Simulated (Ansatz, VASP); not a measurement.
# Mg5Te3 in VASP and in Ansatz

Contents of INCAR:

```
PREC = Accurate
ENCUT = 600
EDIFF = 1E-6
ISMEAR = 0
SIGMA = 0.1
LREAL = F
LASPH = T
NELM = 80
ALGO = Fast
ISIF = 3
LWAVE = F
LCHARG = F
GGA = PE
IBRION = 2
NSW = 100
EDIFFG = -0.01
```

KPOINTS

```
regular mesh
0
Gamma
  6 6 6
```

File POSCAR:

```
Mg5Te3
1.0
    6.0382034733      0.0000000000      0.0000000000
    0.0000000000      6.0382034733      0.0000000000
    0.0000000000      0.0000000000      6.0382034733
Mg Te
5 3
Direct
    0.0000000000      0.5000000000      0.5000000000
    0.5000000000      0.0000000000      0.5000000000
    0.5000000000      0.5000000000      0.0000000000
    0.0000000000      0.0000000000      0.0000000000
    0.5000000000      0.5000000000      0.5000000000
    0.5000000000      0.0000000000      0.0000000000
    0.0000000000      0.5000000000      0.0000000000
    0.0000000000      0.0000000000      0.5000000000
```

Input for Ansatz:

```yaml
crystal:
  lattice:
    - [6.0382034733, 0.0, 0.0]
    - [0.0, 6.0382034733, 0.0]
    - [0.0, 0.0, 6.0382034733]
  atoms:
    - { symbol: Mg, position: [0.0, 0.5, 0.5] }
    - { symbol: Mg, position: [0.5, 0.0, 0.5] }
    - { symbol: Mg, position: [0.5, 0.5, 0.0] }
    - { symbol: Mg, position: [0.0, 0.0, 0.0] }
    - { symbol: Mg, position: [0.5, 0.5, 0.5] }
    - { symbol: Te, position: [0.5, 0.0, 0.0] }
    - { symbol: Te, position: [0.0, 0.5, 0.0] }
    - { symbol: Te, position: [0.0, 0.0, 0.5] }
basis:
  ecutwfc: 420
kpoints:
  mp_grid: { grid: [6, 6, 6] }
hamiltonian:
  xc: pbe
scf:
  occupations: { method: gaussian, width: 0.1 }
output:
  forces: true
  stress: true
  eigenvalues: true
relax:
  adjacent_minimum: "off"
  f_tol: 0.01
  max_steps: 80
  cell: { stress_tol: 0.05 }
```

Alike in both runs: task relaxation of cell and atoms; functional PBE; k mesh 6 × 6 × 6; occupations gaussian, width 0.1 eV; no spin polarisation.

|  | VASP | Ansatz |
| --- | --- | --- |
| version | VASP 6.6.1 | Ansatz 0.2.0 |
| potentials or method | VASP PAW PBE potentials, release 64 (Mg, Te), cutoff 600 eV | scalar-relativistic, plane waves, PAW |
| valence electrons in the cell | 28 | 98 |

Ansatz gave:

* gap on the k mesh at the Fermi level, each at its own relaxed structure (eV): none
* relaxed volume (Å³/atom): 27.31
* relaxed cell length with the largest relative difference (Å): 6.023

Task: What did VASP give for the same quantities?

Result: gap on the k mesh at the Fermi level, each at its own relaxed structure (eV): none; relaxed volume (Å³/atom): 27.33; relaxed cell length with the largest relative difference (Å): 6.024.

A gap of «none» marks a metal or a gap that the smearing closes. VASP's potentials hold 28 valence electrons a cell and Ansatz's 98, so a difference there can come from the potentials and not from the codes.

Spin-orbit coupling is off throughout.
